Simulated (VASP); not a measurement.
# Na in VASP: further runs

Na is run at these levels: LDA; tasks: single point.

All numbers are computed with VASP 6.6.1; they aren't measurements. Logs are shortened: lines on timing, memory, paths and dates and some standing lists are left out, and cuts for length are marked.

### 1 The cell of the first run

The structure is trigonal, space group P-3m1 (No. 164). Conventional cell: a = 3.767 Å, b = 3.767 Å, c = 6.154 Å, α = 90.00°, β = 90.00°, γ = 120.00°. Within 4.8 Å of Na (site symmetry 3m) lie 12 Na at 3.69 to 3.85 Å.

### 2 Single point, LDA

The input, INCAR:

```
SYSTEM = Na
PREC = Accurate ; ENCUT = 520
EDIFF = 1E-7 ; ISMEAR = 1
SIGMA = 0.1 ; LREAL = .False.
LASPH = .True. ; NELM = 80
ALGO = Normal ; ISIF = 2
LWAVE = .False. ; LCHARG = .False.
NBANDS = 14 ; ISYM = 0
```

The input, KPOINTS:

```
Automatic mesh
0
Gamma
  6 6 3
  0.5 0.5 0
```

The input, POSCAR:

```
Na
1.0
    3.7670000000      0.0000000000      0.0000000000
   -1.8835000000      3.2623200000      0.0000000000
    0.0000000000      0.0000000000      6.1540000000
Na
2
Direct
    0.3333333333      0.6666666667      0.2337504062
    0.6666666667      0.3333333333      0.7500000000
```

Potentials or basis: VASP PAW LDA potentials, release 64 (Na_pv).

Run with:

```
$ cat potpaw_LDA.64/Na_pv/POTCAR > POTCAR
$ mpirun -np 1 vasp_std > vasp.out
```

OUTCAR:

```text
SYSTEM = Na
   PREC = Accurate
   ENCUT = 520
   EDIFF = 1E-7
   ISMEAR = 1
   LREAL = .False.
   LASPH = .True.
   NELM = 80
   ISIF = 2
   ISYM = 0

 ion  position               nearest neighbor table
   1  0.333  0.667  0.234-
   2  0.667  0.333  0.750-

IMPORTANT INFORMATION: All symmetrisations will be switched off!
NOSYMM: (Re-)initialisation of all symmetry stuff for point group C_1.

----------------------------------------------------------------------------------------

                                     Primitive cell

  volume of cell :      75.6275

  direct lattice vectors                    reciprocal lattice vectors
     3.767000000  0.000000000  0.000000000     0.265463233  0.153265161  0.000000000
    -1.883500000  3.262320000  0.000000000     0.000000000  0.306530322  0.000000000
     0.000000000  0.000000000  6.154000000     0.000000000  0.000000000  0.162495938

  length of vectors
     3.767000000  3.767001995  6.154000000     0.306530484  0.306530322  0.162495938

  position of ions in fractional coordinates (direct lattice)
     0.333333333  0.666666667  0.233750406
     0.666666667  0.333333333  0.750000000

  ion indices of the primitive-cell ions
   primitive index   ion index
                 1           1
                 2           2

----------------------------------------------------------------------------------------

 KPOINTS: Automatic mesh

Automatic generation of k-mesh.
 Grid dimensions read from file:
 generate k-points for:    6    6    3

 Generating k-lattice:

  Cartesian coordinates                     Fractional coordinates (reciprocal lattice)
     0.044243872  0.025544193  0.000000000     0.166666667 -0.000000000  0.000000000
     0.000000000  0.051088387  0.000000000     0.000000000  0.166666667  0.000000000
     0.000000000  0.000000000  0.054165313     0.000000000  0.000000000  0.333333333

  Length of vectors
     0.051088414  0.051088387  0.054165313

  Shift w.r.t. Gamma in fractional coordinates (k-lattice)
     0.500000000  0.500000000  0.000000000

 Subroutine IBZKPT returns following result:
 ===========================================

 Found    162 irreducible k-points:

 Following reciprocal coordinates:
            Coordinates               Weight
  0.083333  0.083333  0.000000      2.000000
 -0.083333  0.166667  0.000000      2.000000
 -0.166667  0.083333  0.000000      2.000000
  0.250000  0.083333  0.000000      2.000000
 -0.083333  0.333333  0.000000      2.000000
 -0.333333  0.250000  0.000000      2.000000
[... 16 lines left out ...]
 -0.083333 -0.166667  0.000000      2.000000
  0.166667 -0.250000  0.000000      2.000000
 [... further k-points ...]
   k-points           NKPTS =    162   k-points in BZ     NKDIM =    162   number of bands    NBANDS=     14
   number of dos      NEDOS =    301   number of ions     NIONS =      2
   total plane-waves  NPLWV =  37632
   dimension x,y,z NGX =    28 NGY =   28 NGZ =   48
   dimension x,y,z NGXF=    56 NGYF=   56 NGZF=   96
   ions per type =               2
   NGX,Y,Z   is equivalent  to a cutoff of  12.36, 12.36, 12.97 a.u.
   NGXF,Y,Z  is equivalent  to a cutoff of  24.71, 24.71, 25.93 a.u.
 SYSTEM =  Na
   PREC   = accura    normal or accurate (medium, high low for compatibility)
   ISTART =      0    job   : 0-new  1-cont  2-samecut
   ICHARG =      2    charge: 1-file 2-atom 10-const
   ISPIN  =      1    spin polarized calculation?
   LNONCOLLINEAR =      F non collinear calculations
   LSORBIT =      F    spin-orbit coupling
   LASPH  =      T    aspherical Exc in radial PAW
   ENCUT  =  520.0 eV  38.22 Ry    6.18 a.u.   7.00  7.00 11.44*2*pi/ulx,y,z
   NELM   =     80;   NELMIN=  2; NELMDL= -5     # of ELM steps
   EDIFF  = 0.1E-06   stopping-criterion for ELM
   LREAL  =      F    real-space projection
   EDIFFG = 0.1E-05   stopping-criterion for IOM
   NSW    =      0    number of steps for IOM
   IBRION =     -1    ionic relax: 0-MD 1-quasi-New 2-CG
   NFREE  =      0    steps in history (QN), initial steepest desc. (CG)
   ISIF   =      2    stress and relaxation
   ISYM   =      0    0-nonsym 1-usesym 2-fastsym
   POTIM  = 0.5000    time-step for ionic-motion
   TEBEG  =    0.0;   TEEND  =   0.0 temperature during run
   PSTRESS=    0.0 pullay stress
   NELECT =      14.0000    total number of electrons
   NUPDOWN=      -1.0000    fix difference up-down
   EMIN   =  10.00;   EMAX   =-10.00  energy-range for DOS
   EFERMI =   0.00;   METHOD = LEGACY
   ISMEAR =     1;   SIGMA  =   0.10  broadening in eV -4-tet -1-fermi 0-gaus
   EFERMI_NEDOS =   21; number of points for ismear=-14 and -15
   IALGO  =     38    algorithm
   IMIX   =      4    mixing-type and parameters
     AMIX     =   0.40;   BMIX     =  1.00
     AMIX_MAG =   1.60;   BMIX_MAG =  1.00
  volume/ion in A,a.u.               =      37.81       255.18
  Fermi-wavevector in a.u.,A,eV,Ry     =   0.933020  1.763152 11.844230  0.870526
  Thomas-Fermi vector in A             =   2.059678
   LORBIT       =      0    0 simple, 1 ext, 2 COOP (PROOUT), +10 PAW based schemes
   GGA     = CA    functional components
   LHFCALC =     F    Hartree Fock is set to
   AEXX    =    0.0000 exact exchange contribution
   IVDW    =     0    specifies the selected vdW correction
   LEPSILON=     F    determine dielectric tensor
   LRPA    =     F    only Hartree local field effects (RPA)
 non-spin polarized calculation
 Methfessel and Paxton  Order N= 1 SIGMA  =   0.10
  energy-cutoff  :      520.00
  volume of cell :       75.63
 maximum number of plane-waves:      2059
   NGX = 13   NGY = 13   NGZ = 23

 number of electron      14.0000004 magnetization

 Free energy of the ion-electron system (eV)
  ---------------------------------------------------
  ext. energy  EPLUGINS =         0.00000000
  ---------------------------------------------------
  free energy    TOTEN  =        -2.90941996 eV

  energy without entropy =       -2.90826508  energy(sigma->0) =       -2.90903500

 E-fermi :  -0.0137     XC(G=0):  -6.6708

 val. band max:       -0.0349781875   @ k =   0.5000  -0.2500   0.3333
 cond. band min:       0.3436705041   @ k =   0.0833   0.5000   0.3333
 fundamental gap:      0.3786486916
 Fermi energy:        -0.0137265788

 k-point     1 :       0.0833    0.0833    0.0000
  band No.  band energies     occupation
      1     -24.8816      2.00000
      2     -24.8598      2.00000
      3     -24.8574      2.00000
      4     -24.8545      2.00000
      5     -24.8513      2.00000
      6     -24.8507      2.00000
      7      -2.8336      2.00000
      8       0.9570     -0.00000
      9       1.2926     -0.00000
     10       7.2646      0.00000
     11       7.5872      0.00000
     12      10.3617      0.00000
     13      10.5079      0.00000
     14      10.6429      0.00000

 k-point     2 :      -0.0833    0.1667    0.0000
  band No.  band energies     occupation
      1     -24.8816      2.00000
      2     -24.8598      2.00000
      3     -24.8574      2.00000
      4     -24.8545      2.00000
      5     -24.8513      2.00000
      6     -24.8507      2.00000
      7      -2.8336      2.00000
      8       0.9570     -0.00000
      9       1.2926     -0.00000
     10       7.2646      0.00000
     11       7.5872      0.00000
     12      10.3617      0.00000
     13      10.5079      0.00000
     14      10.6429      0.00000

 k-point     3 :      -0.1667    0.0833    0.0000
  band No.  band energies     occupation
      1     -24.8816      2.00000
      2     -24.8598      2.00000
      3     -24.8574      2.00000
      4     -24.8545      2.00000
      5     -24.8513      2.00000
      6     -24.8507      2.00000
      7      -2.8336      2.00000
      8       0.9570     -0.00000
      9       1.2926     -0.00000
     10       7.2646      0.00000
     11       7.5872      0.00000
     12      10.3617      0.00000
     13      10.5079      0.00000
     14      10.6429      0.00000

 k-point     4 :       0.2500    0.0833    0.0000
  band No.  band energies     occupation
      1     -24.8758      2.00000
      2     -24.8710      2.00000
      3     -24.8668      2.00000
      4     -24.8602      2.00000
      5     -24.8541      2.00000
      6     -24.8535      2.00000
      7      -1.8340      2.00000
      8       1.8603     -0.00000
      9       2.2144      0.00000
     10       4.0080      0.00000
     11       6.1143      0.00000
     12       7.3453      0.00000
     13       8.0174      0.00000
     14       9.5476      0.00000

 k-point     5 :      -0.0833    0.3333    0.0000
  band No.  band energies     occupation
      1     -24.8758      2.00000
      2     -24.8710      2.00000
      3     -24.8668      2.00000
      4     -24.8602      2.00000
      5     -24.8541      2.00000
      6     -24.8535      2.00000
      7      -1.8340      2.00000
      8       1.8603     -0.00000
      9       2.2144      0.00000
     10       4.0080      0.00000
     11       6.1143      0.00000
     12       7.3452      0.00000
     13       8.0174      0.00000
     14       9.5477      0.00000

 k-point     6 :      -0.3333    0.2500    0.0000
  band No.  band energies     occupation
      1     -24.8758      2.00000
      2     -24.8710      2.00000
      3     -24.8668      2.00000
      4     -24.8602      2.00000
      5     -24.8541      2.00000
      6     -24.8535      2.00000
      7      -1.8340      2.00000
      8       1.8603     -0.00000
      9       2.2144      0.00000
     10       4.0080      0.00000
     11       6.1143      0.00000
     12       7.3453      0.00000
     13       8.0174      0.00000
     14       9.5476      0.00000

 k-point     7 :      -0.2500    0.3333    0.0000
  band No.  band energies     occupation
      1     -24.8758      2.00000
      2     -24.8710      2.00000
      3     -24.8668      2.00000
      4     -24.8602      2.00000
      5     -24.8541      2.00000
      6     -24.8535      2.00000
      7      -1.8340      2.00000
      8       1.8603     -0.00000
      9       2.2144      0.00000
     10       4.0080      0.00000
     11       6.1143      0.00000
     12       7.3453      0.00000
     13       8.0174      0.00000
     14       9.5476      0.00000
[... 205 lines left out ...]
 k-point    20 :       0.0833   -0.4167    0.0000
  band No.  band energies     occupation
      1     -24.8767      2.00000
      2     -24.8736      2.00000
      3     -24.8698      2.00000
      4     -24.8624      2.00000
      5     -24.8558      2.00000
      6     -24.8552      2.00000
      7      -1.0476      2.00000
      8       2.2471      0.00000
      9       2.5863      0.00000
     10       3.2373      0.00000
     11       5.5909      0.00000
     12       5.8779      0.00000
     13       6.8754      0.00000
     14       9.1720      0.00000

 k-point    21 :      -0.3333   -0.0833    0.0000
  band No.  band energies     occupation
      1     -24.8767      2.00000
      2     -24.8736      2.00000
      3     -24.8698      2.00000
      4     -24.8624      2.00000
      5     -24.8558      2.00000
      6     -24.8552      2.00000
      7      -1.0476      2.00000
      8       2.2471      0.00000
      9       2.5863      0.00000
     10       3.2373      0.00000
     11       5.5909      0.00000
     12       5.8779      0.00000
     13       6.8754      0.00000
     14       9.1720      0.00000

 k-point    22 :      -0.2500    0.0833    0.0000
  band No.  band energies     occupation
      1     -24.8790      2.00000
      2     -24.8648      2.00000
      3     -24.8616      2.00000
      4     -24.8575      2.00000
      5     -24.8526      2.00000
      6     -24.8518      2.00000
      7      -2.4315      2.00000
      8       1.3177     -0.00000
      9       1.6780     -0.00000
     10       5.6044      0.00000
     11       6.7193      0.00000
     12       8.9846      0.00000
     13       9.2842      0.00000
     14      10.1172      0.00000

 k-point    23 :      -0.0833   -0.1667    0.0000
  band No.  band energies     occupation
      1     -24.8790      2.00000
      2     -24.8648      2.00000
      3     -24.8616      2.00000
      4     -24.8575      2.00000
      5     -24.8526      2.00000
      6     -24.8518      2.00000
      7      -2.4315      2.00000
      8       1.3177     -0.00000
      9       1.6780     -0.00000
     10       5.6044      0.00000
     11       6.7193      0.00000
     12       8.9846      0.00000
     13       9.2842      0.00000
     14      10.1172      0.00000

 k-point    24 :       0.1667   -0.2500    0.0000
  band No.  band energies     occupation
      1     -24.8790      2.00000
      2     -24.8648      2.00000
      3     -24.8616      2.00000
      4     -24.8575      2.00000
      5     -24.8526      2.00000
      6     -24.8518      2.00000
      7      -2.4315      2.00000
      8       1.3177     -0.00000
      9       1.6780     -0.00000
     10       5.6044      0.00000
     11       6.7193      0.00000
     12       8.9846      0.00000
     13       9.2842      0.00000
     14      10.1172      0.00000

 [... further k-points ...]
[... 5 lines left out ...]
  --------------------------------------------------------------------------------------
  -------------------------------------------------------------------------------------
  Total       -0.4719138     -0.4719226     -0.3842540     -0.0000066      0.0000003      0.0000000
  in kB       -9.9975491     -9.9977355     -8.1404661     -0.0001397      0.0000074      0.0000003
  external PRESSURE =      -9.3785836 kB  Pullay stress =       0.0000000 kB

 VOLUME and BASIS-vectors are now :
 -----------------------------------------------------------------------------
  energy-cutoff  :      520.00
  volume of cell :       75.63
      direct lattice vectors                 reciprocal lattice vectors
     3.767000000  0.000000000  0.000000000     0.265463233  0.153265161  0.000000000
    -1.883500000  3.262320000  0.000000000     0.000000000  0.306530322  0.000000000
     0.000000000  0.000000000  6.154000000     0.000000000  0.000000000  0.162495938

 POSITION                                       TOTAL-FORCE (eV/Angst)
 -----------------------------------------------------------------------------------
     -0.00000      2.17488      1.43850        -0.000001      0.000001      0.055087
      1.88350      1.08744      4.61550         0.000001     -0.000001     -0.055087
 -----------------------------------------------------------------------------------
    total drift:                                0.000000      0.000000     -0.000174

  FREE ENERGIE OF THE ION-ELECTRON SYSTEM (eV)
  ---------------------------------------------------
  free  energy   TOTEN  =        -2.9094199562 eV

  energy  without entropy=       -2.9082650813  energy(sigma->0) =       -2.90903500
```

It took 2.2 min on 1 thread of Intel Xeon Platinum 8375C at 2.90GHz (Ice Lake), shared host; peak memory 0.23 GiB.

What came out:

```yaml
Free_energy: -2.9094 eV
Pressure: -0.9 GPa
Largest_force: 0.055 eV/Å
Band_gap_on_the_k_mesh: zero (bands 7 and 8 overlap by 2.28 eV)
```

Forces on the atoms (eV/Å):
```
Na   0.000  0.000  0.055
Na   0.000  0.000 -0.055
```

(Continued in part 2 of 2.)
